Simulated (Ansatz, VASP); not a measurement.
**Cu: VASP beside Ansatz**

INCAR

```
SYSTEM = Cu
ALGO = Fast
EDIFF = 1E-7
ENCUT = 520
GGA = PS
ISIF = 2
ISMEAR = 0
LASPH = .TRUE.
LCHARG = .FALSE.
LREAL = .FALSE.
LWAVE = .FALSE.
NBANDS = 12
NELM = 60
PREC = Accurate
SIGMA = 0.15
```

Contents of KPOINTS:

```
k-points
0
G
  24 24 24
  0 0 0
```

Contents of POSCAR:

```
Cu
1.0
    0.0000000000      1.8917572275      1.7067433706
    1.8917572275      0.0000000000      1.7067433706
    1.8917572275      1.8917572275      0.0000000000
Cu
1
Direct
    0.0000000000      0.0000000000      0.0000000000
```

Input for Ansatz:

```yaml
crystal:
  lattice:
    - [0.0, 1.8917572275, 1.7067433706]
    - [1.8917572275, 0.0, 1.7067433706]
    - [1.8917572275, 1.8917572275, 0.0]
  atoms:
    - { symbol: Cu, position: [0.0, 0.0, 0.0] }
basis:
  ecutwfc: 520.0
kpoints:
  mp_grid: { grid: [24, 24, 24] }
hamiltonian:
  xc: pbesol
  pseudopotentials: { kind: paw, azcp: { folder: soft_1 } }
scf:
  occupations: { method: gaussian, width: 0.15 }
output:
  forces: true
  stress: true
  eigenvalues: true
```

Alike in both runs: task single point; functional PBEsol; k mesh 24 × 24 × 24; occupations gaussian, width 0.15 eV; no spin polarisation.

|  | VASP | Ansatz |
| --- | --- | --- |
| version | VASP 6.6.1 | Ansatz 0.2.0 |
| potentials or method | VASP PAW PBE potentials, release 64 (Cu), cutoff 520 eV | scalar-relativistic, plane waves, PAW |
| valence electrons in the cell | 11 | 19 |

|  | VASP | Ansatz | Ansatz less VASP |
| --- | --- | --- | --- |
| gap on the k mesh at the Fermi level (eV) | none | none | - |
| pressure (GPa) | -9.5 | -10.4 | -0.94 |
| traceless stress, the component that is largest in VASP (GPa) | 2.11 | 2.13 | +0.016 |

VASP's potentials were made for PBE, not for PBEsol, and Ansatz warns of the same on its side. A gap of «none» marks a metal or a gap that the smearing closes. VASP's potentials hold 11 valence electrons a cell and Ansatz's 19, so a difference there can come from the potentials and not from the codes.
